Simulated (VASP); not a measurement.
Crystal: RuRh.

```
Ru Rh
1.0
     2.70941    0.00000    0.00000
    -1.35471    2.34642    0.00000
     0.00000    0.00000    4.29837
Ru Rh
1 1
Cartesian
  0.0000 0.0000 2.1492
  1.3547 0.7821 0.0000
```

Base run:

| Item | Value |
| --- | --- |
| Program | VASP 6.6.1 |
| Functional | r2SCAN |
| Potentials or basis | VASP PAW PBE potentials, release 64 (Ru_pv, Rh_pv) |
| Cutoff | 520 eV |
| k mesh | 9 × 9 × 5 |
| Occupations | methfessel-paxton, width 0.1 eV |
| Spin | no spin polarisation |

Its results: pressure 0.1 GPa.

Task: The run is repeated on the same cell with these changes: k mesh from 9 × 9 × 5 to 3 × 3 × 2. What comes out?

Result: Pressure 10.5 GPa.

Caveats: some runs use coarse meshes; the PAW data sets were made with another functional, which shifts forces and pressure a little.
